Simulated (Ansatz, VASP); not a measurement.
## Ni: VASP beside Ansatz

```
CELL_PARAMETERS angstrom
0.00000 1.75725 1.75725
1.75725 0.00000 1.75725
1.75725 1.75725 0.00000
ATOMIC_POSITIONS crystal
Ni 0.00000 0.00000 0.00000
```

Alike in both runs: task single point; functional PBE; k mesh 15 × 15 × 15; no spin polarisation.

```csv
,VASP,Ansatz
version,VASP 6.6.1,Ansatz 0.2.0
potentials or method,"VASP PAW PBE potentials, release 64 (Ni), cutoff 520 eV","plane waves (420 eV) with PAW, scalar-relativistic"
occupations,"methfessel-paxton of order 1, width 0.1 eV","cold, width 0.1 eV"
valence electrons in the cell,10,18
```

VASP gave:

| Quantity | Value |
| --- | --- |
| pressure (GPa) | -0.7 |

Task: Which values does Ansatz return?

Result: Pressure (GPa): -0.8.

VASP's potentials hold 10 valence electrons a cell and Ansatz's 18, so a difference there can come from the potentials and not from the codes.
